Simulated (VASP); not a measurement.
# TiC (Fm-3m) in VASP: further runs

The runs below take TiC through single point, with PBE+D3(BJ).

Everything below comes from runs of VASP 6.6.1. Logs are shortened: lines on timing, memory, paths and dates and some standing lists are left out, and cuts for length are marked.

### Step 1. The cell of the first run

The structure is cubic, space group Fm-3m (No. 225). The conventional cell has a = 4.138 Å, b = 4.138 Å, c = 4.138 Å, α = 90.00°, β = 90.00°, γ = 90.00°. Ti (site symmetry m-3m) has 6 C at 2.07 Å within 2.7 Å. Within 2.7 Å of C (site symmetry m-3m) lie 6 Ti at 2.07 Å.

### Step 2. Single point, PBE+D3(BJ)

INCAR reads:

```
  PREC = Accurate
  ENCUT = 600
  EDIFF = 1E-6
  ISMEAR = -1
  SIGMA = 0.1
  LREAL = False
  LASPH = True
  NELM = 120
  ALGO = Normal
  ISIF = 2
  LWAVE = False
  LCHARG = False
  GGA = PE
  IVDW = 12
  NBANDS = 15
  GGA_COMPAT = False
```

KPOINTS reads:

```
regular mesh
0
Gamma
  11 11 11
```

POSCAR reads:

```
TiC
1.0
    0.0000000000      2.0692225795      2.0692225795
    2.0692225795      0.0000000000      2.0692225795
    2.0692225795      2.0692225795      0.0000000000
Ti C
1 1
Direct
    0.0000000000      0.0000000000      0.0000000000
    0.5000000000      0.5000000000      0.5000000000
```

Potentials or basis: VASP PAW PBE potentials, release 64 (Ti_sv, C).

The run is started by

```
cat potpaw_PBE.64/Ti_sv/POTCAR potpaw_PBE.64/C/POTCAR > POTCAR
mpirun -np 1 vasp_std > vasp.out
```

OUTCAR:

```text
PREC = Accurate
   ENCUT = 600
   EDIFF = 1E-6
   ISMEAR = -1
   LREAL = False
   LASPH = True
   NELM = 120
   ISIF = 2
   GGA = PE
   IVDW = 12
 IVDW          = 12

 ion  position               nearest neighbor table
   1  0.000  0.000  0.000-   2 2.07   2 2.07   2 2.07   2 2.07   2 2.07   2 2.07
   2  0.500  0.500  0.500-   1 2.07   1 2.07   1 2.07   1 2.07   1 2.07   1 2.07

  LATTYP: Found a face centered cubic cell.
 ALAT       =     4.1384451590

  Lattice vectors:

 A1 = (   0.0000000000,   2.0692225795,   2.0692225795)
 A2 = (   2.0692225795,   0.0000000000,   2.0692225795)
 A3 = (   2.0692225795,   2.0692225795,   0.0000000000)

Analysis of symmetry for initial positions (statically):
=====================================================================
 Subroutine PRICEL returns:
 Original cell was already a primitive cell.

 Routine SETGRP: Setting up the symmetry group for a
 face centered cubic supercell.

 Subroutine GETGRP returns: Found 48 space group operations
 (whereof 48 operations were pure point group operations)
 out of a pool of 48 trial point group operations.

The static configuration has the point symmetry O_h .

Analysis of symmetry for dynamics (positions and initial velocities):
=====================================================================
 Subroutine PRICEL returns:
 Original cell was already a primitive cell.

 Routine SETGRP: Setting up the symmetry group for a
 face centered cubic supercell.

 Subroutine GETGRP returns: Found 48 space group operations
 (whereof 48 operations were pure point group operations)
 out of a pool of 48 trial point group operations.

The dynamic configuration has the point symmetry O_h .

 Subroutine INISYM returns: Found 48 space group operations
 (whereof 48 operations are pure point group operations),
 and found     1 'primitive' translations

----------------------------------------------------------------------------------------

                                     Primitive cell

  volume of cell :      17.7195

  direct lattice vectors                    reciprocal lattice vectors
     0.000000000  2.069222579  2.069222579    -0.241636644  0.241636644  0.241636644
     2.069222579  0.000000000  2.069222579     0.241636644 -0.241636644  0.241636644
     2.069222579  2.069222579  0.000000000     0.241636644  0.241636644 -0.241636644

  length of vectors
     2.926322635  2.926322635  2.926322635     0.418526945  0.418526945  0.418526945

  position of ions in fractional coordinates (direct lattice)
     0.000000000  0.000000000  0.000000000
     0.500000000  0.500000000  0.500000000

  ion indices of the primitive-cell ions
   primitive index   ion index
                 1           1
                 2           2

----------------------------------------------------------------------------------------

 KPOINTS: regular mesh

Automatic generation of k-mesh.
 Grid dimensions read from file:
 generate k-points for:   11   11   11

 Generating k-lattice:

  Cartesian coordinates                     Fractional coordinates (reciprocal lattice)
    -0.021966968  0.021966968  0.021966968     0.090909091  0.000000000  0.000000000
     0.021966968 -0.021966968  0.021966968     0.000000000  0.090909091  0.000000000
     0.021966968  0.021966968 -0.021966968     0.000000000  0.000000000  0.090909091

  Length of vectors
     0.038047904  0.038047904  0.038047904

  Shift w.r.t. Gamma in fractional coordinates (k-lattice)
     0.000000000  0.000000000  0.000000000

 Subroutine IBZKPT returns following result:
 ===========================================

 Found     56 irreducible k-points:

 Following reciprocal coordinates:
            Coordinates               Weight
  0.000000  0.000000  0.000000      1.000000
  0.090909  0.000000  0.000000      8.000000
  0.181818  0.000000  0.000000      8.000000
  0.272727  0.000000  0.000000      8.000000
  0.363636  0.000000  0.000000      8.000000
  0.454545  0.000000  0.000000      8.000000
[... 16 lines left out ...]
 -0.272727  0.181818  0.000000     24.000000
 -0.181818  0.181818  0.000000     12.000000
 [... further k-points ...]
   k-points           NKPTS =     56   k-points in BZ     NKDIM =     56   number of bands    NBANDS=     15
   number of dos      NEDOS =    301   number of ions     NIONS =      2
   total plane-waves  NPLWV =  13824
   dimension x,y,z NGX =    24 NGY =   24 NGZ =   24
   dimension x,y,z NGXF=    48 NGYF=   48 NGZF=   48
   ions per type =               1   1
   NGX,Y,Z   is equivalent  to a cutoff of  13.63, 13.63, 13.63 a.u.
   NGXF,Y,Z  is equivalent  to a cutoff of  27.27, 27.27, 27.27 a.u.
 SYSTEM =  unknown system
   PREC   = accura    normal or accurate (medium, high low for compatibility)
   ISTART =      0    job   : 0-new  1-cont  2-samecut
   ICHARG =      2    charge: 1-file 2-atom 10-const
   ISPIN  =      1    spin polarized calculation?
   LNONCOLLINEAR =      F non collinear calculations
   LSORBIT =      F    spin-orbit coupling
   LASPH  =      T    aspherical Exc in radial PAW
   ENCUT  =  600.0 eV  44.10 Ry    6.64 a.u.   5.84  5.84  5.84*2*pi/ulx,y,z
   NELM   =    120;   NELMIN=  2; NELMDL= -5     # of ELM steps
   EDIFF  = 0.1E-05   stopping-criterion for ELM
   LREAL  =      F    real-space projection
   EDIFFG = 0.1E-04   stopping-criterion for IOM
   NSW    =      0    number of steps for IOM
   IBRION =     -1    ionic relax: 0-MD 1-quasi-New 2-CG
   NFREE  =      0    steps in history (QN), initial steepest desc. (CG)
   ISIF   =      2    stress and relaxation
   ISYM   =      2    0-nonsym 1-usesym 2-fastsym
   POTIM  = 0.5000    time-step for ionic-motion
   TEBEG  =    0.0;   TEEND  =   0.0 temperature during run
   PSTRESS=    0.0 pullay stress
   NELECT =      16.0000    total number of electrons
   NUPDOWN=      -1.0000    fix difference up-down
   EMIN   =  10.00;   EMAX   =-10.00  energy-range for DOS
   EFERMI =   0.00;   METHOD = LEGACY
   ISMEAR =    -1;   SIGMA  =   0.10  broadening in eV -4-tet -1-fermi 0-gaus
   EFERMI_NEDOS =   21; number of points for ismear=-14 and -15
   IALGO  =     38    algorithm
   IMIX   =      4    mixing-type and parameters
     AMIX     =   0.40;   BMIX     =  1.00
     AMIX_MAG =   1.60;   BMIX_MAG =  1.00
  volume/ion in A,a.u.               =       8.86        59.79
  Fermi-wavevector in a.u.,A,eV,Ry     =   1.582332  2.990174 34.065922  2.503775
  Thomas-Fermi vector in A             =   2.682271
   LORBIT       =      0    0 simple, 1 ext, 2 COOP (PROOUT), +10 PAW based schemes
   GGA     = PE    functional components
   LHFCALC =     F    Hartree Fock is set to
   AEXX    =    0.0000 exact exchange contribution
   IVDW    =    12    specifies the selected vdW correction
   LEPSILON=     F    determine dielectric tensor
   LRPA    =     F    only Hartree local field effects (RPA)
 non-spin polarized calculation
  energy-cutoff  :      600.00
  volume of cell :       17.72
 maximum number of plane-waves:       609
   NGX = 11   NGY = 11   NGZ = 11

 number of electron      16.0000000 magnetization

 Free energy of the ion-electron system (eV)
  ---------------------------------------------------
  ext. energy  EPLUGINS =         0.00000000
  ---------------------------------------------------
  free energy    TOTEN  =       -18.37906322 eV

  energy without entropy =      -18.36963093  energy(sigma->0) =      -18.37434708

 E-fermi :  11.1403     XC(G=0): -13.4218

 val. band max:       10.9122337945   @ k =   0.0909   0.0000   0.0000
 cond. band min:      11.1590742401   @ k =   0.4545   0.4545   0.0000
 fundamental gap:      0.2468404457
 Fermi energy:        11.1403105459

 k-point     1 :       0.0000    0.0000    0.0000
  band No.  band energies     occupation
      1     -45.0974      2.00000
      2     -21.0241      2.00000
      3     -21.0241      2.00000
      4     -21.0241      2.00000
      5      -1.9220      2.00000
      6      11.8290      0.00204
      7      11.8290      0.00204
      8      11.8290      0.00204
      9      12.9589      0.00000
     10      12.9589      0.00000
     11      12.9589      0.00000
     12      13.1133      0.00000
     13      13.1133      0.00000
     14      23.7102      0.00000
     15      25.6793      0.00000

 k-point     2 :       0.0909    0.0000    0.0000
  band No.  band energies     occupation
      1     -45.0868      2.00000
      2     -21.0925      2.00000
      3     -21.0300      2.00000
      4     -21.0300      2.00000
      5      -1.6995      2.00000
      6      10.9122      1.81454
      7      11.2339      0.56352
      8      11.2339      0.56351
      9      12.2320      0.00004
     10      12.2320      0.00004
     11      13.4566      0.00000
     12      14.7668      0.00000
     13      14.7668      0.00000
     14      24.0035      0.00000
     15      25.8800      0.00000

 k-point     3 :       0.1818    0.0000    0.0000
  band No.  band energies     occupation
      1     -45.0586      2.00000
      2     -21.2726      2.00000
      3     -21.0456      2.00000
      4     -21.0456      2.00000
      5      -1.0665      2.00000
      6       9.3473      2.00000
      7       9.9336      1.99999
      8       9.9336      1.99999
      9      12.6477      0.00000
     10      12.6477      0.00000
     11      14.0129      0.00000
     12      16.5835      0.00000
     13      16.5835      0.00000
     14      24.3213      0.00000
     15      26.2965      0.00000
[... 343 lines left out ...]
 k-point    23 :      -0.2727    0.1818    0.0000
  band No.  band energies     occupation
      1     -44.9770      2.00000
      2     -21.6063      2.00000
      3     -21.2617      2.00000
      4     -21.0809      2.00000
      5       0.9634      2.00000
      6       6.4063      2.00000
      7       8.1630      2.00000
      8       8.3116      2.00000
      9      13.4429      0.00000
     10      14.6484      0.00000
     11      15.5559      0.00000
     12      17.2384      0.00000
     13      20.3665      0.00000
     14      23.3849      0.00000
     15      26.0293      0.00000

 k-point    24 :      -0.1818    0.1818    0.0000
  band No.  band energies     occupation
      1     -45.0088      2.00000
      2     -21.4743      2.00000
      3     -21.1985      2.00000
      4     -21.0523      2.00000
      5       0.1044      2.00000
      6       7.4911      2.00000
      7       8.5735      2.00000
      8       8.8870      2.00000
      9      12.8657      0.00000
     10      14.2637      0.00000
     11      15.2137      0.00000
     12      16.3537      0.00000
     13      19.5590      0.00000
     14      24.4551      0.00000
     15      25.8210      0.00000

 [... further k-points ...]

------------------------ aborting loop because EDIFF is reached ----------------------------------------

 Edisp (eV)   -1.02694

 E8    (eV) :    -0.4421

  FORCE on cell =-STRESS in cart. coord.  units (eV):
  Direction    XX          YY          ZZ          XY          YZ          ZX
  --------------------------------------------------------------------------------------
  -------------------------------------------------------------------------------------
  Total       3.95495     3.95495     3.95495    -0.00000     0.00000    -0.00000
  in kB     357.60199   357.60199   357.60199    -0.00000     0.00000    -0.00000
  external pressure =      357.60 kB  Pullay stress =        0.00 kB

 VOLUME and BASIS-vectors are now :
 -----------------------------------------------------------------------------
  energy-cutoff  :      600.00
  volume of cell :       17.72
      direct lattice vectors                 reciprocal lattice vectors
     0.000000000  2.069222579  2.069222579    -0.241636644  0.241636644  0.241636644
     2.069222579  0.000000000  2.069222579     0.241636644 -0.241636644  0.241636644
     2.069222579  2.069222579  0.000000000     0.241636644  0.241636644 -0.241636644

 POSITION                                       TOTAL-FORCE (eV/Angst)
 -----------------------------------------------------------------------------------
      0.00000      0.00000      0.00000        -0.000000     -0.000000      0.000000
      2.06922      2.06922      2.06922         0.000000      0.000000     -0.000000
 -----------------------------------------------------------------------------------
    total drift:                                0.000000     -0.000000     -0.000000

  FREE ENERGIE OF THE ION-ELECTRON SYSTEM (eV)
  ---------------------------------------------------
  free  energy   TOTEN  =       -19.4060065621 eV

  energy  without entropy=      -19.3965742728  energy(sigma->0) =      -19.40129042
```

Wall time 20 s (1 thread of Intel Xeon 8259CL, shared host); peak memory 0.16 GiB.

What came out:

```yaml
Free_energy: -19.4060 eV
Pressure: 35.8 GPa
Band_gap_on_the_k_mesh: zero (bands 8 and 9 overlap by 1.15 eV)
Dispersion_energy_per_atom: -0.513 eV
```

Levels at points of the mesh, in eV from the Fermi level:
```csv
k point,band 5,band 6,band 7,band 8,band 9,band 10,band 11,band 12
"(0.00, 0.00, 0.00)",-13.06,0.69,0.69,0.69,1.82,1.82,1.82,1.97
```

Caveat: the cell stands under pressure.

### Step 3. Single point, PBE+D3(BJ)

This run uses another cell than the first one, of 9.26 Å³/atom.

INCAR reads:

```
PREC = Accurate
ENCUT = 600
EDIFF = 1E-6
ISMEAR = -1
SIGMA = 0.1
LREAL = F
LASPH = T
NELM = 120
ALGO = Normal
ISIF = 2
LWAVE = F
LCHARG = F
GGA = PE
IVDW = 12
NBANDS = 15
GGA_COMPAT = F
```

KPOINTS is that of step 2.

POSCAR reads:

```
TiC
1.0
    0.0000000000      2.1001110525      2.1001110525
    2.1001110525      0.0000000000      2.1001110525
    2.1001110525      2.1001110525      0.0000000000
Ti C
1 1
Direct
    0.0000000000      0.0000000000      0.0000000000
    0.5000000000      0.5000000000      0.5000000000
```

Potentials or basis: VASP PAW PBE potentials, release 64 (Ti_sv, C).

The run is started by

```
cat potpaw_PBE.64/Ti_sv/POTCAR potpaw_PBE.64/C/POTCAR > POTCAR
mpirun -np 1 vasp_std > vasp.out
```

It took 20 s on 1 thread of Intel Xeon 8259CL, shared host; peak memory 0.16 GiB.

Results (log left out):

| Quantity | Value |
| --- | --- |
| Free energy | -19.5442 eV |
| Pressure | 19.4 GPa |
| Band gap on the k mesh | zero (bands 8 and 9 overlap by 1.14 eV) |
| Dispersion energy per atom | -0.490 eV |

Levels at points of the mesh, in eV from the Fermi level:
| k point | band 6 | band 7 | band 8 | band 9 | band 10 | band 11 |
| --- | --- | --- | --- | --- | --- | --- |
| (0.00, 0.00, 0.00) | 0.69 | 0.69 | 0.69 | 1.77 | 1.77 | 1.77 |

Caveat: the cell stands under pressure.

### Step 4. Single point, PBE+D3(BJ)

This run uses another cell than the first one, of 9.67 Å³/atom.

INCAR reads:

```
SYSTEM = TiC
PREC     = Accurate       ! precision mode
ENCUT    = 600            ! plane-wave cutoff, eV
EDIFF    = 1E-6           ! SCF threshold, eV
ISMEAR   = -1             ! smearing method
SIGMA    = 0.1            ! smearing width, eV
LREAL    = .False.        ! projectors in reciprocal space
LASPH    = .True.         ! aspherical terms in the spheres
NELM     = 120            ! most SCF steps
ALGO     = Normal         ! electronic algorithm
ISIF     = 2              ! what is computed and relaxed
LWAVE    = .False.        ! write WAVECAR
LCHARG   = .False.        ! write CHGCAR
GGA      = PE             ! functional
IVDW     = 12             ! dispersion correction
NBANDS   = 15             ! bands
GGA_COMPAT= .False.
```

KPOINTS reads:

```
Automatic mesh
0
Gamma
  11 11 11
  0 0 0
```

POSCAR reads:

```
TiC
1.0
    0.0000000000      2.1301166928      2.1301166928
    2.1301166928      0.0000000000      2.1301166928
    2.1301166928      2.1301166928      0.0000000000
Ti C
1 1
Direct
    0.0000000000      0.0000000000      0.0000000000
    0.5000000000      0.5000000000      0.5000000000
```

The run is started by

```
cat potpaw_PBE.64/Ti_sv/POTCAR potpaw_PBE.64/C/POTCAR > POTCAR
mpirun -np 1 vasp_std > vasp.out
```

Run time: 24 s. Hardware: 1 thread of Intel Xeon 8259CL, shared host; peak memory 0.16 GiB.

The run converged. Its results:

```yaml
Free_energy: -19.6083 eV
Pressure: 6.1 GPa
Band_gap_on_the_k_mesh: zero (bands 8 and 9 overlap by 1.13 eV)
Dispersion_energy_per_atom: -0.469 eV
```

Levels at points of the mesh, in eV from the Fermi level:
```
           k point  band 5  band 6  band 7  band 8  band 9  band 10  band 11  band 12
(0.00, 0.00, 0.00)  -12.65    0.69    0.69    0.69    1.72     1.72     1.72     1.80
```

Caveat: the cell stands under pressure.

### Step 5. The runs side by side

| cell | gap on the mesh (eV) | pressure (GPa) |
| --- | --- | --- |
| a = 2.926 Å, angles 60.0°, 2 atoms | none | 35.8 |
| a = 2.970 Å, angles 60.0°, 2 atoms | none | 19.4 |
| a = 3.012 Å, angles 60.0°, 2 atoms | none | 6.1 |

Alike in all rows: task single point; level PBE+D3(BJ); potentials or basis VASP PAW PBE potentials, release 64 (Ti_sv, C); no spin polarisation; k mesh 11 × 11 × 11; cutoff (eV) 600; smearing fermi-dirac 0.1 eV.

Caveats: the cell stands under pressure.

Absolute energies hang on the potentials; compare differences alone.

The gap in the log of VASP goes by the Fermi energy; the results here count the filled bands.